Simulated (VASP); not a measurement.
Runs of VASP 6.6.1 on Ag. The structure is that of space group Fm-3m (No. 225), or close to it. The cells are those of the table. 

```csv
cell,gap on the mesh (eV),pressure (GPa)
"a = 2.911, b = 2.889 Å, angles 60.2, 59.5, 60.2°, 1 atom",none,(b)
"a = 2.882, b = 2.889 Å, angles 59.9, 60.2, 59.9°, 1 atom",none,5.2
"a = 2.875, b = 2.889 Å, angles 59.8, 60.3, 59.8°, 1 atom",none,5.7
"a = 2.915, b = 2.889 Å, angles 60.3, 59.4, 60.3°, 1 atom",none,2.6
"a = 2.868, b = 2.889 Å, angles 59.8, 60.5, 59.8°, 1 atom",none,(a)
```

Alike in all rows: task single point; level PBE; potentials or basis VASP PAW PBE potentials, release 64 (Ag); no spin polarisation; k mesh 20 × 20 × 20; cutoff (eV) 520; smearing gaussian 0.15 eV.

Problem. Fill in the values left out.

Solution. (a) 6.4; (b) 2.8.

A k mesh can miss the band edges, and the runs leave out spin-orbit coupling on Ag.

A gap of «none» marks levels without a gap at the run's occupations.
